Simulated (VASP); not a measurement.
## Zr: single point with PBEsol

The system is Zr.

```
Zr
1.0
     3.26432    0.00000    0.00000
    -1.63216    2.82698    0.00000
     0.00000    0.00000    5.14700
Zr
2
Direct
  0.33333 0.66667 0.25000
  0.66667 0.33333 0.75000
```

This cell differs from its parent crystal: equal xx and yy strain of +1 %.

| Property | Result |
| --- | --- |
| Program | VASP 6.6.1 |
| Task | single point |
| Functional | PBEsol |
| Potentials or basis | VASP PAW PBE potentials, release 64 (Zr_sv) |
| Cutoff | 520 eV |
| k mesh | 13 × 13 × 7 |
| Occupations | fermi-dirac, width 0.08 eV |
| Spin | no spin polarisation |
| Dipole correction | no |
| Further INCAR settings | ALGO = Normal; EDIFF = 1e-07; NBANDS = 19 |

| Quantity | Value |
| --- | --- |
| Pressure | -4.9 GPa |
| Band gap on the k mesh | zero (band 12 reaches 9.50 eV, above the bottom of band 13 at 8.41 eV) |

Stress tensor (GPa, compression positive):
```
-5.32  0.00  0.00
 0.00 -5.32  0.00
 0.00  0.00 -3.99
```

Levels at points of the mesh, in eV from the Fermi level:
```tsv
k point	band 8	band 9	band 10	band 11	band 12	band 13	band 14	band 15	band 16	band 17
(0.00, 0.00, 0.00)	-26.32	-5.63	-2.98	0.84	0.84	1.09	1.20	1.54	1.54	2.03
```

It took 19 s on 1 thread of Intel(R) Xeon(R) 6975P-C (Granite Rapids) (shared host), peak memory 0.19 GiB.

Caveat: the cell differs from its parent crystal (equal xx and yy strain of +1 %); the PAW data sets were made with another functional, which shifts forces and pressure a little.
